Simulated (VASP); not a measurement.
**Co: single point with PBE**

Crystal: Co.

```xyz
2
Lattice="2.4649 0.0000 0.0000 -1.2324 2.1347 0.0000 0.0000 0.0000 4.0009" Properties=species:S:1:pos:R:3 pbc="T T T"
Co    0.0000    1.4231    1.0002
Co    1.2324    0.7116    3.0007
```

- Program: VASP 6.6.1
- Task: single point
- Functional: PBE
- Potentials or basis: VASP PAW PBE potentials, release 64 (Co)
- Cutoff: 520 eV
- k mesh: 13 × 13 × 7
- Occupations: fermi-dirac, width 0.1 eV
- Spin: collinear spin, ferromagnetic start
- Starting moments: [3.2, 3.2] μB

```
Pressure                                              : 6.4 GPa
Net moment                                            : 3.16 μB per cell
Site moments                                          : Co +1.59 μB
Valence electrons inside the program's atomic spheres : Co 8.33
```

Stress tensor (GPa, compression positive):
```
6.77 0.00 0.00
0.00 6.77 0.00
0.00 0.00 5.62
```

Levels at points of the mesh, in eV from the Fermi level:
Spin up:
```tsv
k point	band 7	band 8	band 9	band 10	band 11	band 12	band 13	band 14	band 15	band 16
(0.00, 0.00, 0.00)	-2.29	-1.92	-1.92	-0.78	-0.78	-0.12	6.59	22.29	25.19	25.19
```
Spin down:
| k point | band 4 | band 5 | band 6 | band 7 | band 8 | band 9 | band 10 | band 11 |
| --- | --- | --- | --- | --- | --- | --- | --- | --- |
| (0.00, 0.00, 0.00) | -1.01 | -1.01 | -0.63 | -0.63 | -0.18 | -0.17 | -0.17 | 1.08 |

Run time: 110 s on 1 thread of Intel Xeon 8259CL (shared host), peak memory 0.17 GiB.

Caveat: the cell stands under pressure.
